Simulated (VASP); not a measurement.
# Na (I4/mmm) in VASP: a series of runs

Runs on Na. Level: PBE. Tasks: electric field gradients.

Program: VASP 6.6.1. These are calculated values, not measurements. Logs are shortened: lines on timing, memory, paths and dates and some standing lists are left out, and cuts for length are marked.

## 1. The cell of the first run

It takes space group I4/mmm (No. 139, tetragonal). The conventional cell has a = 4.108 Å, b = 4.108 Å, c = 4.235 Å, α = 90.00°, β = 90.00°, γ = 90.00°. Within 4.7 Å of Na (site symmetry 4/mmm) lie 14 Na at 3.59 to 4.24 Å.

## 2. Electric field gradients, PBE (equal xx and yy strain of -3 %)

INCAR

```
PREC = Accurate ; ENCUT = 520
EDIFF = 1E-8 ; ISMEAR = -1
SIGMA = 0.05 ; LREAL = False
LASPH = True ; NELM = 80
ALGO = Normal ; ISIF = 2
LWAVE = False ; LCHARG = False
GGA = PE ; LEFG = True
NBANDS = 10
```

KPOINTS

```
Automatic mesh
0
Gamma
  12 12 12
```

POSCAR

```
Na
1.0
   -2.0539750000      2.0539750000      2.1175000000
    2.0539750000     -2.0539750000      2.1175000000
    2.0539750000      2.0539750000     -2.1175000000
Na
1
Direct
    0.0000000000      0.0000000000      0.0000000000
```

Potentials or basis: VASP PAW PBE potentials, release 64 (Na_pv).

Command:

```
> cat potpaw_PBE.64/Na_pv/POTCAR > POTCAR
> mpirun -np 1 vasp_std > vasp.out
```

OUTCAR:

```text
PREC = Accurate
   ENCUT = 520
   EDIFF = 1E-8
   ISMEAR = -1
   LREAL = False
   LASPH = True
   NELM = 80
   ISIF = 2
   GGA = PE

 ion  position               nearest neighbor table
   1  0.000  0.000  0.000-

  LATTYP: Found a body centered tetragonal cell.
 ALAT       =     4.1079500000
 C/A-ratio  =     1.0309278351

  Lattice vectors:

 A1 = (  -2.0539750000,   2.0539750000,   2.1175000000)
 A2 = (   2.0539750000,  -2.0539750000,   2.1175000000)
 A3 = (   2.0539750000,   2.0539750000,  -2.1175000000)

Analysis of symmetry for initial positions (statically):
=====================================================================
 Subroutine PRICEL returns:
 Original cell was already a primitive cell.

 Routine SETGRP: Setting up the symmetry group for a
 body centered tetragonal supercell.

 Subroutine GETGRP returns: Found 16 space group operations
 (whereof 16 operations were pure point group operations)
 out of a pool of 16 trial point group operations.

The static configuration has the point symmetry D_4h.

Analysis of symmetry for dynamics (positions and initial velocities):
=====================================================================
 Subroutine PRICEL returns:
 Original cell was already a primitive cell.

 Routine SETGRP: Setting up the symmetry group for a
 body centered tetragonal supercell.

 Subroutine GETGRP returns: Found 16 space group operations
 (whereof 16 operations were pure point group operations)
 out of a pool of 16 trial point group operations.

The dynamic configuration has the point symmetry D_4h.

 Subroutine INISYM returns: Found 16 space group operations
 (whereof 16 operations are pure point group operations),
 and found     1 'primitive' translations

----------------------------------------------------------------------------------------

                                     Primitive cell

  volume of cell :      35.7333

  direct lattice vectors                    reciprocal lattice vectors
    -2.053975000  2.053975000  2.117500000     0.000000000  0.243430421  0.236127509
     2.053975000 -2.053975000  2.117500000     0.243430421  0.000000000  0.236127509
     2.053975000  2.053975000 -2.117500000     0.243430421  0.243430421  0.000000000

  length of vectors
     3.594639461  3.594639461  3.594639461     0.339137982  0.339137982  0.344262604

  position of ions in fractional coordinates (direct lattice)
     0.000000000  0.000000000  0.000000000

  ion indices of the primitive-cell ions
   primitive index   ion index
                 1           1

----------------------------------------------------------------------------------------

 KPOINTS: Automatic mesh

Automatic generation of k-mesh.
 Grid dimensions read from file:
 generate k-points for:   12   12   12

 Generating k-lattice:

  Cartesian coordinates                     Fractional coordinates (reciprocal lattice)
     0.000000000  0.020285868  0.019677292     0.083333333  0.000000000  0.000000000
     0.020285868  0.000000000  0.019677292     0.000000000  0.083333333  0.000000000
     0.020285868  0.020285868  0.000000000     0.000000000  0.000000000  0.083333333

  Length of vectors
     0.028261498  0.028261498  0.028688550

  Shift w.r.t. Gamma in fractional coordinates (k-lattice)
     0.000000000  0.000000000  0.000000000

 Subroutine IBZKPT returns following result:
 ===========================================

 Found    163 irreducible k-points:

 Following reciprocal coordinates:
            Coordinates               Weight
  0.000000  0.000000  0.000000      1.000000
  0.083333 -0.000000  0.000000      8.000000
  0.166667 -0.000000  0.000000      8.000000
  0.250000 -0.000000  0.000000      8.000000
  0.333333  0.000000  0.000000      8.000000
  0.416667  0.000000 -0.000000      8.000000
[... 16 lines left out ...]
  0.500000  0.166667  0.000000     16.000000
 -0.416667  0.166667  0.000000     16.000000
 [... further k-points ...]
   k-points           NKPTS =    163   k-points in BZ     NKDIM =    163   number of bands    NBANDS=     10
   number of dos      NEDOS =    301   number of ions     NIONS =      1
   total plane-waves  NPLWV =  21952
   dimension x,y,z NGX =    28 NGY =   28 NGZ =   28
   dimension x,y,z NGXF=    56 NGYF=   56 NGZF=   56
   ions per type =               1
   NGX,Y,Z   is equivalent  to a cutoff of  12.95, 12.95, 12.95 a.u.
   NGXF,Y,Z  is equivalent  to a cutoff of  25.90, 25.90, 25.90 a.u.
 SYSTEM =  unknown system
   PREC   = accura    normal or accurate (medium, high low for compatibility)
   ISTART =      0    job   : 0-new  1-cont  2-samecut
   ICHARG =      2    charge: 1-file 2-atom 10-const
   ISPIN  =      1    spin polarized calculation?
   LNONCOLLINEAR =      F non collinear calculations
   LSORBIT =      F    spin-orbit coupling
   LASPH  =      T    aspherical Exc in radial PAW
   ENCUT  =  520.0 eV  38.22 Ry    6.18 a.u.   6.68  6.68  6.68*2*pi/ulx,y,z
   NELM   =     80;   NELMIN=  2; NELMDL= -5     # of ELM steps
   EDIFF  = 0.1E-07   stopping-criterion for ELM
   LREAL  =      F    real-space projection
   EDIFFG = 0.1E-06   stopping-criterion for IOM
   NSW    =      0    number of steps for IOM
   IBRION =     -1    ionic relax: 0-MD 1-quasi-New 2-CG
   NFREE  =      0    steps in history (QN), initial steepest desc. (CG)
   ISIF   =      2    stress and relaxation
   ISYM   =      2    0-nonsym 1-usesym 2-fastsym
   POTIM  = 0.5000    time-step for ionic-motion
   TEBEG  =    0.0;   TEEND  =   0.0 temperature during run
   PSTRESS=    0.0 pullay stress
   NELECT =       7.0000    total number of electrons
   NUPDOWN=      -1.0000    fix difference up-down
   EMIN   =  10.00;   EMAX   =-10.00  energy-range for DOS
   EFERMI =   0.00;   METHOD = LEGACY
   ISMEAR =    -1;   SIGMA  =   0.05  broadening in eV -4-tet -1-fermi 0-gaus
   EFERMI_NEDOS =   21; number of points for ismear=-14 and -15
   IALGO  =     38    algorithm
   IMIX   =      4    mixing-type and parameters
     AMIX     =   0.40;   BMIX     =  1.00
     AMIX_MAG =   1.60;   BMIX_MAG =  1.00
  volume/ion in A,a.u.               =      35.73       241.14
  Fermi-wavevector in a.u.,A,eV,Ry     =   0.950786  1.796726 12.299594  0.903995
  Thomas-Fermi vector in A             =   2.079196
   LORBIT       =      0    0 simple, 1 ext, 2 COOP (PROOUT), +10 PAW based schemes
   GGA     = PE    functional components
   LHFCALC =     F    Hartree Fock is set to
   AEXX    =    0.0000 exact exchange contribution
   IVDW    =     0    specifies the selected vdW correction
   LEPSILON=     F    determine dielectric tensor
   LRPA    =     F    only Hartree local field effects (RPA)
 non-spin polarized calculation
  energy-cutoff  :      520.00
  volume of cell :       35.73
 maximum number of plane-waves:       980
   NGX = 13   NGY = 13   NGZ = 13

 number of electron       6.9999993 magnetization

 Free energy of the ion-electron system (eV)
  ---------------------------------------------------
  ext. energy  EPLUGINS =         0.00000000
  ---------------------------------------------------
  free energy    TOTEN  =        -1.31021799 eV

  energy without entropy =       -1.30520765  energy(sigma->0) =       -1.30771282

 E-fermi :   0.4086     XC(G=0):  -6.5987

 val. band max:        0.3957998446   @ k =   0.5000   0.2500   0.0000
 cond. band min:       0.4121594507   @ k =   0.5000   0.3333   0.0833
 fundamental gap:      0.0163596061
 Fermi energy:         0.4085636869

 k-point     1 :       0.0000    0.0000    0.0000
  band No.  band energies     occupation
      1     -24.4372      2.00000
      2     -24.4372      2.00000
      3     -24.4370      2.00000
      4      -2.9195      2.00000
      5      12.2618      0.00000
      6      12.2618      0.00000
      7      12.7290      0.00000
      8      13.2070      0.00000
      9      13.6659      0.00000
     10      13.8107      0.00000

 k-point     2 :       0.0833   -0.0000    0.0000
  band No.  band energies     occupation
      1     -24.4399      2.00000
      2     -24.4381      2.00000
      3     -24.4371      2.00000
      4      -2.7951      2.00000
      5      10.7605      0.00000
      6      11.6711      0.00000
      7      12.1749      0.00000
      8      12.5647      0.00000
      9      12.8695      0.00000
     10      14.2279      0.00000
[... 274 lines left out ...]
 k-point    24 :      -0.4167    0.1667    0.0000
  band No.  band energies     occupation
      1     -24.4681      2.00000
      2     -24.4489      2.00000
      3     -24.4401      2.00000
      4      -0.5718      2.00000
      5       4.8479      0.00000
      6       6.6387      0.00000
      7       9.3723      0.00000
      8      12.0025      0.00000
      9      13.1416      0.00000
     10      14.9988      0.00000

 [... further k-points ...]
[... 5 lines left out ...]
  --------------------------------------------------------------------------------------
  -------------------------------------------------------------------------------------
  Total        0.0599311      0.0599311      0.0729324      0.0000000      0.0000000      0.0000000
  in kB        2.6871315      2.6871315      3.2700707      0.0000000      0.0000000      0.0000000
  external PRESSURE =       2.8814445 kB  Pullay stress =       0.0000000 kB

 VOLUME and BASIS-vectors are now :
 -----------------------------------------------------------------------------
  energy-cutoff  :      520.00
  volume of cell :       35.73
      direct lattice vectors                 reciprocal lattice vectors
    -2.053975000  2.053975000  2.117500000     0.000000000  0.243430421  0.236127509
     2.053975000 -2.053975000  2.117500000     0.243430421  0.000000000  0.236127509
     2.053975000  2.053975000 -2.117500000     0.243430421  0.243430421  0.000000000

 POSITION                                       TOTAL-FORCE (eV/Angst)
 -----------------------------------------------------------------------------------
      0.00000      0.00000      0.00000         0.000000      0.000000      0.000000
 -----------------------------------------------------------------------------------
    total drift:                               -0.000000     -0.000000     -0.000000

  FREE ENERGIE OF THE ION-ELECTRON SYSTEM (eV)
  ---------------------------------------------------
  free  energy   TOTEN  =        -1.3102179885 eV

  energy  without entropy=       -1.3052076459  energy(sigma->0) =       -1.30771282

 Electric field gradients (V/A^2)
---------------------------------------------------------------------
 ion       V_xx      V_yy      V_zz      V_xy      V_xz      V_yz
---------------------------------------------------------------------
   1       0.054     0.054    -0.109    -0.005    -0.005    -0.005
---------------------------------------------------------------------

 Electric field gradients after diagonalization (V/A^2)
 (convention: |V_zz| > |V_xx| > |V_yy|)
----------------------------------------------------------------------
 ion       V_xx      V_yy      V_zz     asymmetry (V_yy - V_xx)/ V_zz
----------------------------------------------------------------------
   1       0.059     0.049    -0.109       0.091
----------------------------------------------------------------------

           NMR quadrupolar parameters

 Cq : quadrupolar parameter    Cq=e*Q*V_zz/h
 eta: asymmetry parameters     (V_yy - V_xx)/ V_zz
 Q  : nuclear electric quadrupole moment in mb (millibarn)
----------------------------------------------------------------------
 ion       Cq(MHz)       eta       Q (mb)
----------------------------------------------------------------------
   1      -0.000       0.091       1.000
----------------------------------------------------------------------
```

It took 29 s on 1 thread of Intel Xeon Platinum 8375C at 2.90GHz (Ice Lake), shared host; peak memory 0.18 GiB.

What came out:

| Quantity | Value |
| --- | --- |
| Free energy | -1.3102 eV |
| Pressure | 0.3 GPa |

Caveat: the cell differs from its parent crystal (equal xx and yy strain of -3 %); without QUAD_EFG the Cq values of the log hold for a quadrupole moment of 1 mb, not for the nuclei.

## 3. Electric field gradients, PBE (zz strain of +1 %)

INCAR

```
ALGO = Normal
EDIFF = 1E-8
ENCUT = 520
GGA = PE
ISIF = 2
ISMEAR = -1
LASPH = True
LCHARG = False
LEFG = True
LREAL = False
LWAVE = False
NBANDS = 10
NELM = 100
PREC = Accurate
SIGMA = 0.05
```

KPOINTS

```
k-points
0
Gamma
  12 12 12
```

POSCAR

```
Na
1.0
   -2.1175000000      2.1175000000      2.1386750000
    2.1175000000     -2.1175000000      2.1386750000
    2.1175000000      2.1175000000     -2.1386750000
Na
1
Direct
    0.0000000000      0.0000000000      0.0000000000
```

Potentials or basis: VASP PAW PBE potentials, release 64 (Na_pv).

Command:

```
> cat potpaw_PBE.64/Na_pv/POTCAR > POTCAR
> mpirun -np 1 vasp_std > vasp.out
```

OUTCAR:

```text
EDIFF = 1E-8
   ENCUT = 520
   GGA = PE
   ISIF = 2
   ISMEAR = -1
   LASPH = True
   LREAL = False
   NELM = 100
   PREC = Accurate

 ion  position               nearest neighbor table
   1  0.000  0.000  0.000-

  LATTYP: Found a body centered tetragonal cell.
 ALAT       =     4.2350000000
 C/A-ratio  =     1.0100000000

  Lattice vectors:

 A1 = (  -2.1175000000,   2.1175000000,   2.1386750000)
 A2 = (   2.1175000000,  -2.1175000000,   2.1386750000)
 A3 = (   2.1175000000,   2.1175000000,  -2.1386750000)

Analysis of symmetry for initial positions (statically):
=====================================================================
 Subroutine PRICEL returns:
 Original cell was already a primitive cell.

 Routine SETGRP: Setting up the symmetry group for a
 body centered tetragonal supercell.

 Subroutine GETGRP returns: Found 16 space group operations
 (whereof 16 operations were pure point group operations)
 out of a pool of 16 trial point group operations.

The static configuration has the point symmetry D_4h.

Analysis of symmetry for dynamics (positions and initial velocities):
=====================================================================
 Subroutine PRICEL returns:
 Original cell was already a primitive cell.

 Routine SETGRP: Setting up the symmetry group for a
 body centered tetragonal supercell.

 Subroutine GETGRP returns: Found 16 space group operations
 (whereof 16 operations were pure point group operations)
 out of a pool of 16 trial point group operations.

The dynamic configuration has the point symmetry D_4h.

[... 148 lines left out ...]
 Fermi energy:         0.1988496450

 k-point     1 :       0.0000    0.0000    0.0000
  band No.  band energies     occupation
      1     -24.6961      2.00000
      2     -24.6961      2.00000
      3     -24.6960      2.00000
      4      -2.9743      2.00000
      5      11.6973      0.00000
      6      11.6973      0.00000
      7      11.8442      0.00000
      8      12.6549      0.00000
      9      12.7996      0.00000
     10      13.2113      0.00000
[... 287 lines left out ...]
 k-point    24 :      -0.4167    0.1667    0.0000
  band No.  band energies     occupation
      1     -24.7200      2.00000
      2     -24.7054      2.00000
      3     -24.6984      2.00000
      4      -0.7440      2.00000
      5       4.5338      0.00000
      6       6.0748      0.00000
      7       8.7544      0.00000
      8      11.2342      0.00000
      9      12.5394      0.00000
     10      14.0957      0.00000

 [... further k-points ...]
[... 5 lines left out ...]
  --------------------------------------------------------------------------------------
  -------------------------------------------------------------------------------------
  Total       -0.0656688     -0.0656688     -0.0588896      0.0000000      0.0000000      0.0000000
  in kB       -2.7429517     -2.7429517     -2.4597879      0.0000000      0.0000000      0.0000000
  external PRESSURE =      -2.6485638 kB  Pullay stress =       0.0000000 kB

 VOLUME and BASIS-vectors are now :
 -----------------------------------------------------------------------------
  energy-cutoff  :      520.00
  volume of cell :       38.36
      direct lattice vectors                 reciprocal lattice vectors
    -2.117500000  2.117500000  2.138675000     0.000000000  0.236127509  0.233789613
     2.117500000 -2.117500000  2.138675000     0.236127509  0.000000000  0.233789613
     2.117500000  2.117500000 -2.138675000     0.236127509  0.236127509  0.000000000

 POSITION                                       TOTAL-FORCE (eV/Angst)
 -----------------------------------------------------------------------------------
      0.00000      0.00000      0.00000         0.000000     -0.000000      0.000000
 -----------------------------------------------------------------------------------
    total drift:                               -0.000000     -0.000000     -0.000000

  FREE ENERGIE OF THE ION-ELECTRON SYSTEM (eV)
  ---------------------------------------------------
  free  energy   TOTEN  =        -1.3101738080 eV

  energy  without entropy=       -1.3047996786  energy(sigma->0) =       -1.30748674

 Electric field gradients (V/A^2)
---------------------------------------------------------------------
 ion       V_xx      V_yy      V_zz      V_xy      V_xz      V_yz
---------------------------------------------------------------------
   1       0.025     0.025    -0.050    -0.003    -0.003    -0.003
---------------------------------------------------------------------

 Electric field gradients after diagonalization (V/A^2)
 (convention: |V_zz| > |V_xx| > |V_yy|)
----------------------------------------------------------------------
 ion       V_xx      V_yy      V_zz     asymmetry (V_yy - V_xx)/ V_zz
----------------------------------------------------------------------
   1       0.028     0.022    -0.050       0.123
----------------------------------------------------------------------

           NMR quadrupolar parameters

 Cq : quadrupolar parameter    Cq=e*Q*V_zz/h
 eta: asymmetry parameters     (V_yy - V_xx)/ V_zz
 Q  : nuclear electric quadrupole moment in mb (millibarn)
----------------------------------------------------------------------
 ion       Cq(MHz)       eta       Q (mb)
----------------------------------------------------------------------
   1      -0.000       0.123       1.000
----------------------------------------------------------------------
```

OSZICAR:

```text
N       E                     dE             d eps       ncg     rms          rms(c)
DAV:   1     0.271986564292E+02    0.27199E+02   -0.37790E+03  3268   0.570E+02
DAV:   2    -0.708534887148E+00   -0.27907E+02   -0.27782E+02  3364   0.145E+02
DAV:   3    -0.130544281101E+01   -0.59691E+00   -0.59623E+00  3934   0.232E+01
DAV:   4    -0.131062865486E+01   -0.51858E-02   -0.51854E-02  3816   0.214E+00
DAV:   5    -0.131070734562E+01   -0.78691E-04   -0.78690E-04  3750   0.257E-01    0.203E-01
DAV:   6    -0.131039632976E+01    0.31102E-03   -0.48586E-04  3816   0.263E-01    0.137E-01
DAV:   7    -0.131018099224E+01    0.21534E-03   -0.99876E-04  3660   0.314E-01    0.158E-02
DAV:   8    -0.131017343044E+01    0.75618E-05   -0.46484E-05  4014   0.112E-01    0.232E-03
DAV:   9    -0.131017376394E+01   -0.33350E-06   -0.24232E-07  3698   0.487E-03    0.105E-03
DAV:  10    -0.131017381476E+01   -0.50823E-07   -0.54634E-08  3724   0.209E-03    0.126E-04
DAV:  11    -0.131017380801E+01    0.67478E-08   -0.11438E-09  2212   0.318E-04
   1 F= -.13101738E+01 E0= -.13074867E+01  d E =-.537413E-02
```

Run time: 29 s. Hardware: 1 thread of Intel Xeon Platinum 8375C at 2.90GHz (Ice Lake), shared host; peak memory 0.18 GiB.

What came out:

```
Free energy : -1.3102 eV
Pressure    : -0.3 GPa
```

Caveat: the cell differs from its parent crystal (zz strain of +1 %); without QUAD_EFG the Cq values of the log hold for a quadrupole moment of 1 mb, not for the nuclei.

(Continued in part 2 of 2.)
